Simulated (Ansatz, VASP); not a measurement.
**BaHPb: VASP beside Ansatz**

```xyz
3
Lattice="5.0066 0.0000 0.0000 0.0000 5.0066 0.0000 0.0000 0.0000 4.5335" Properties=species:S:1:pos:R:3 pbc="T T T"
Ba    0.0000    0.0000    0.0000
H     2.5033    2.5033    2.2668
Pb    2.5033    2.5033    0.0000
```

Change from the starting cell: species swapped into the DyCoC type (P4/mmm, No. 123).

Alike in both runs: functional PBE; k mesh 4 × 4 × 4; occupations gaussian, width 0.1 eV; no spin polarisation.

Ansatz relaxed the structure, and its values are those at the end. VASP's run is a single point on that final structure, the one shown.

|  | VASP | Ansatz |
| --- | --- | --- |
| version | VASP 6.6.1 | Ansatz 0.2.0 |
| potentials or method | VASP PAW PBE potentials, release 64 (Ba_sv, H, Pb_d), cutoff 520 eV | scalar-relativistic, plane waves, PAW |
| valence electrons in the cell | 25 | 25 |

|  | VASP | Ansatz | Ansatz less VASP |
| --- | --- | --- | --- |
| gap on the k mesh at the Fermi level (eV) | none | none | - |
| pressure (GPa) | 0.0 | 0.0 | -0.07 |

A gap of «none» marks a metal or a gap that the smearing closes.

Spin-orbit coupling is off throughout.
